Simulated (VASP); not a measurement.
# HfN (Fm-3m) in VASP: further runs

HfN is run at these levels: PBE; tasks: single point, relaxation of cell and atoms.

Program: VASP 6.6.1. These are calculated values, not measurements. Logs are shortened: lines on timing, memory, paths and dates and some standing lists are left out, and cuts for length are marked.

## (1) The cell of the first run

It takes space group Fm-3m (No. 225, cubic). The conventional cell has a = 4.548 Å, b = 4.548 Å, c = 4.548 Å, α = 90.00°, β = 90.00°, γ = 90.00°. Hf (site symmetry m-3m) has 6 N at 2.27 Å within 3.0 Å. N (site symmetry m-3m) has 6 Hf at 2.27 Å within 3.0 Å.

## (2) Single point, PBE

Input file INCAR:

```
PREC = Accurate ; ENCUT = 520
EDIFF = 1E-6 ; ISMEAR = 0
SIGMA = 0.1 ; LREAL = F
LASPH = T ; NELM = 100
ALGO = Normal ; ISIF = 2
LWAVE = F ; LCHARG = F
GGA = PE ; NBANDS = 14
```

Input file KPOINTS:

```
Automatic mesh
0
Gamma
  16 16 16
```

Input file POSCAR:

```
HfN
1.0
    0.0000000000      2.2738965905      2.2738965905
    2.2738965905      0.0000000000      2.2738965905
    2.2738965905      2.2738965905      0.0000000000
Hf N
1 1
Direct
    0.5000000000      0.5000000000      0.5000000000
    0.0000000000      0.0000000000      0.0000000000
```

Potentials or basis: VASP PAW PBE potentials, release 64 (Hf_pv, N).

On the command line:

```sh
> cat potpaw_PBE.64/Hf_pv/POTCAR potpaw_PBE.64/N/POTCAR > POTCAR
> mpirun -np 1 vasp_std > vasp.out
```

OUTCAR:

```text
PREC = Accurate
   ENCUT = 520
   EDIFF = 1E-6
   ISMEAR = 0
   LREAL = F
   LASPH = T
   NELM = 100
   ISIF = 2
   GGA = PE

 ion  position               nearest neighbor table
   1  0.500  0.500  0.500-   2 2.27   2 2.27   2 2.27   2 2.27   2 2.27   2 2.27
   2  0.000  0.000  0.000-   1 2.27   1 2.27   1 2.27   1 2.27   1 2.27   1 2.27

  LATTYP: Found a face centered cubic cell.
 ALAT       =     4.5477931810

  Lattice vectors:

 A1 = (   0.0000000000,   2.2738965905,   2.2738965905)
 A2 = (   2.2738965905,   0.0000000000,   2.2738965905)
 A3 = (   2.2738965905,   2.2738965905,   0.0000000000)

Analysis of symmetry for initial positions (statically):
=====================================================================
 Subroutine PRICEL returns:
 Original cell was already a primitive cell.

 Routine SETGRP: Setting up the symmetry group for a
 face centered cubic supercell.

 Subroutine GETGRP returns: Found 48 space group operations
 (whereof 48 operations were pure point group operations)
 out of a pool of 48 trial point group operations.

The static configuration has the point symmetry O_h .

Analysis of symmetry for dynamics (positions and initial velocities):
=====================================================================
 Subroutine PRICEL returns:
 Original cell was already a primitive cell.

 Routine SETGRP: Setting up the symmetry group for a
 face centered cubic supercell.

 Subroutine GETGRP returns: Found 48 space group operations
 (whereof 48 operations were pure point group operations)
 out of a pool of 48 trial point group operations.

The dynamic configuration has the point symmetry O_h .

 Subroutine INISYM returns: Found 48 space group operations
 (whereof 48 operations are pure point group operations),
 and found     1 'primitive' translations

----------------------------------------------------------------------------------------

                                     Primitive cell

  volume of cell :      23.5148

  direct lattice vectors                    reciprocal lattice vectors
     0.000000000  2.273896591  2.273896591    -0.219886868  0.219886868  0.219886868
     2.273896591  0.000000000  2.273896591     0.219886868 -0.219886868  0.219886868
     2.273896591  2.273896591  0.000000000     0.219886868  0.219886868 -0.219886868

  length of vectors
     3.215775398  3.215775398  3.215775398     0.380855228  0.380855228  0.380855228

  position of ions in fractional coordinates (direct lattice)
     0.500000000  0.500000000  0.500000000
     0.000000000  0.000000000  0.000000000

  ion indices of the primitive-cell ions
   primitive index   ion index
[... 87 lines left out ...]
   EMIN   =  10.00;   EMAX   =-10.00  energy-range for DOS
   EFERMI =   0.00;   METHOD = LEGACY
   ISMEAR =     0;   SIGMA  =   0.10  broadening in eV -4-tet -1-fermi 0-gaus
   EFERMI_NEDOS =   21; number of points for ismear=-14 and -15
   IALGO  =     38    algorithm
   IMIX   =      4    mixing-type and parameters
     AMIX     =   0.40;   BMIX     =  1.00
     AMIX_MAG =   1.60;   BMIX_MAG =  1.00
  volume/ion in A,a.u.               =      11.76        79.34
  Fermi-wavevector in a.u.,A,eV,Ry     =   1.409260  2.663116 27.021368  1.986015
  Thomas-Fermi vector in A             =   2.531334
   LORBIT       =      0    0 simple, 1 ext, 2 COOP (PROOUT), +10 PAW based schemes
   GGA     = PE    functional components
   LHFCALC =     F    Hartree Fock is set to
   AEXX    =    0.0000 exact exchange contribution
   IVDW    =     0    specifies the selected vdW correction
   LEPSILON=     F    determine dielectric tensor
   LRPA    =     F    only Hartree local field effects (RPA)
 non-spin polarized calculation
 Gauss-broadening in eV      SIGMA  =   0.10
  energy-cutoff  :      520.00
  volume of cell :       23.51
 maximum number of plane-waves:       648
   NGX = 11   NGY = 11   NGZ = 11

 number of electron      15.0000000 magnetization

 Free energy of the ion-electron system (eV)
  ---------------------------------------------------
  ext. energy  EPLUGINS =         0.00000000
  ---------------------------------------------------
  free energy    TOTEN  =       -21.75871131 eV

  energy without entropy =      -21.75574985  energy(sigma->0) =      -21.75723058

 E-fermi :   8.2101     XC(G=0): -12.6291

 val. band max:        8.2094282877   @ k =  -0.1250   0.0625   0.0000
 cond. band min:       8.2133852190   @ k =   0.3750   0.1250   0.0000
 fundamental gap:      0.0039569313
 Fermi energy:         8.2101095024

 k-point     1 :       0.0000    0.0000    0.0000
  band No.  band energies     occupation
      1     -23.0213      2.00000
      2     -23.0213      2.00000
      3     -23.0213      2.00000
      4      -9.1829      2.00000
      5       5.2059      2.00000
      6       5.2059      2.00000
      7       5.2059      2.00000
      8       7.8736      2.00000
      9       7.8736      2.00000
     10       7.8736      2.00000
     11       9.8200      0.00000
     12      10.1305      0.00000
     13      10.1305      0.00000
     14      17.7266      0.00000
[... 377 lines left out ...]
      1     -23.1099      2.00000
      2     -23.0437      2.00000
      3     -23.0232      2.00000
      4      -8.9577      2.00000
      5       4.1995      2.00000
      6       4.5627      2.00000
      7       4.8655      2.00000
      8       8.0314      1.98849
      9       8.0439      1.98123
     10       8.4680      0.00026
     11      10.1511      0.00000
     12      10.9284      0.00000
     13      11.1361      0.00000
     14      18.5026      0.00000

 [... further k-points ...]

------------------------ aborting loop because EDIFF is reached ----------------------------------------

  FORCE on cell =-STRESS in cart. coord.  units (eV):
  Direction    XX          YY          ZZ          XY          YZ          ZX
  --------------------------------------------------------------------------------------
  -------------------------------------------------------------------------------------
  Total       -0.3445832     -0.3445832     -0.3445832     -0.0000000      0.0000000      0.0000000
  in kB      -23.4780795    -23.4780795    -23.4780795     -0.0000000      0.0000000      0.0000000
  external PRESSURE =     -23.4780795 kB  Pullay stress =       0.0000000 kB

 VOLUME and BASIS-vectors are now :
 -----------------------------------------------------------------------------
  energy-cutoff  :      520.00
  volume of cell :       23.51
      direct lattice vectors                 reciprocal lattice vectors
     0.000000000  2.273896591  2.273896591    -0.219886868  0.219886868  0.219886868
     2.273896591  0.000000000  2.273896591     0.219886868 -0.219886868  0.219886868
     2.273896591  2.273896591  0.000000000     0.219886868  0.219886868 -0.219886868

 POSITION                                       TOTAL-FORCE (eV/Angst)
 -----------------------------------------------------------------------------------
      2.27390      2.27390      2.27390        -0.000000     -0.000000      0.000000
      0.00000      0.00000      0.00000         0.000000      0.000000     -0.000000
 -----------------------------------------------------------------------------------
    total drift:                                0.000000     -0.000000     -0.000000

  FREE ENERGIE OF THE ION-ELECTRON SYSTEM (eV)
  ---------------------------------------------------
  free  energy   TOTEN  =       -21.7587113060 eV

  energy  without entropy=      -21.7557498477  energy(sigma->0) =      -21.75723058
```

OSZICAR:

```text
N       E                     dE             d eps       ncg     rms          rms(c)
DAV:   1     0.319613293793E+02    0.31961E+02   -0.80218E+03  4084   0.103E+03
DAV:   2    -0.229943001544E+02   -0.54956E+02   -0.50851E+02  5474   0.230E+02
DAV:   3    -0.247584074645E+02   -0.17641E+01   -0.17577E+01  4600   0.321E+01
DAV:   4    -0.247650989773E+02   -0.66915E-02   -0.66902E-02  4948   0.227E+00
DAV:   5    -0.247651462729E+02   -0.47296E-04   -0.47295E-04  4662   0.165E-01    0.471E+01
DAV:   6    -0.218732491902E+02    0.28919E+01   -0.83354E+00  4438   0.220E+01    0.404E+01
DAV:   7    -0.217880438549E+02    0.85205E-01   -0.46045E-01  5122   0.604E+00    0.262E+01
DAV:   8    -0.217652164481E+02    0.22827E-01   -0.12235E-01  4666   0.300E+00    0.620E+00
DAV:   9    -0.217588209298E+02    0.63955E-02   -0.17619E-02  4534   0.107E+00    0.198E+00
DAV:  10    -0.217587457695E+02    0.75160E-04   -0.10836E-03  5374   0.319E-01    0.456E-01
DAV:  11    -0.217587134074E+02    0.32362E-04   -0.71498E-05  4960   0.837E-02    0.114E-01
DAV:  12    -0.217587114814E+02    0.19259E-05   -0.80580E-06  5450   0.240E-02    0.140E-02
DAV:  13    -0.217587113060E+02    0.17539E-06   -0.19441E-07  2696   0.463E-03
   1 F= -.21758711E+02 E0= -.21757231E+02  d E =-.296146E-02
```

Run time: 18 s. Hardware: 1 thread of Intel Xeon 6975P-C (Granite Rapids), shared host; peak memory 0.17 GiB.

Results:

* Free energy: -21.7587 eV
* Pressure: -2.3 GPa

Caveat: spin-orbit coupling is left out, which moves the levels of the heavy elements.

(Continued in part 2 of 2.)
